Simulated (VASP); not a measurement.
Write the native input for VASP 6.6.1 that does the following.

| Property | Result |
| --- | --- |
| Task | single point |
| Functional | PBEsol |
| Potentials or basis | VASP PAW PBE potentials, release 64 (Se) |
| Cutoff | 520 eV |
| k mesh | 20 × 20 × 20 |
| Occupations | gaussian, width 0.05 eV |
| Spin | no spin polarisation |
| Dipole correction | no |
| Further INCAR settings | ALGO = Normal; EDIFF = 1e-06; NBANDS = 9 |

The structure of Se lies in POSCAR:

```
Se
1.0
   -1.6168545351      1.6168545351      1.6168545351
    1.6168545351     -1.6168545351      1.6168545351
    1.6168545351      1.6168545351     -1.6168545351
Se
1
Direct
    0.0000000000      0.0000000000      0.0000000000
```

This isn't the form of Se at room conditions, which is trigonal, of chains.

The input as run:

INCAR

```
  PREC = Accurate
  ENCUT = 520
  EDIFF = 1E-6
  ISMEAR = 0
  SIGMA = 0.05
  LREAL = False
  LASPH = True
  NELM = 100
  ALGO = Normal
  ISIF = 2
  LWAVE = False
  LCHARG = False
  GGA = PS
  NBANDS = 9
```

KPOINTS

```
Automatic mesh
0
Gamma
  20 20 20
```

Potentials or basis: VASP PAW PBE potentials, release 64 (Se).

The run is started by

```sh
$ cat potpaw_PBE.64/Se/POTCAR > POTCAR
$ mpirun -np 1 vasp_std > vasp.out
```

It gave:

- Pressure: 15.4 GPa
- Band gap on the k mesh: zero (bands 3 and 4 overlap by 8.91 eV)

Caveat: the cell stands under pressure; the PAW data sets were made with another functional, which shifts forces and pressure a little.

It took 8.5 s on 1 thread of Intel(R) Xeon(R) 6975P-C (Granite Rapids), on a shared host, peak memory 0.16 GiB.
